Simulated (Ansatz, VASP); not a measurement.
NaI: VASP beside Ansatz

```
I Na
1.0
     0.00000    3.23640    3.23640
     3.23640    0.00000    3.23640
     3.23640    3.23640    0.00000
I Na
1 1
Cartesian
  3.2364 3.2364 3.2364
  0.0000 0.0000 0.0000
```

Alike in both runs: task relaxation of cell and atoms; functional PBEsol; dispersion D3(BJ); k mesh 7 × 7 × 7; occupations fermi-dirac, width 0.05 eV; no spin polarisation.

|  | VASP | Ansatz |
| --- | --- | --- |
| version | VASP 6.6.1 | Ansatz 0.2.0 |
| potentials or method | VASP PAW PBE potentials, release 64 (I, Na_pv) | Ansatz PAW |
| plane-wave cutoff (eV) | 600 | 420 |
| valence electrons in the cell | 14 | 26 |

```tsv
	VASP	Ansatz	Ansatz less VASP
gap on the k mesh at the Fermi level, each at its own relaxed structure (eV)	3.79	3.79	+0.004
relaxed volume (Å³/atom)	30.62	30.62	+0.001
relaxed length of the cell vector where the two differ most in proportion (Å)	4.424	4.424	0.0000
```

VASP's potentials were made for PBE, not for PBEsol. VASP's potentials hold 14 valence electrons a cell and Ansatz's 26, so a difference there can come from the potentials and not from the codes.

Spin-orbit coupling is off throughout. Noted on Ansatz's run: odd divisions of the mesh miss points on the zone boundary, where band edges often lie, so the gap on the mesh can be too wide; the plane-wave basis is chosen anew once the cell has moved, so the energies of steps on either side of that aren't comparable.
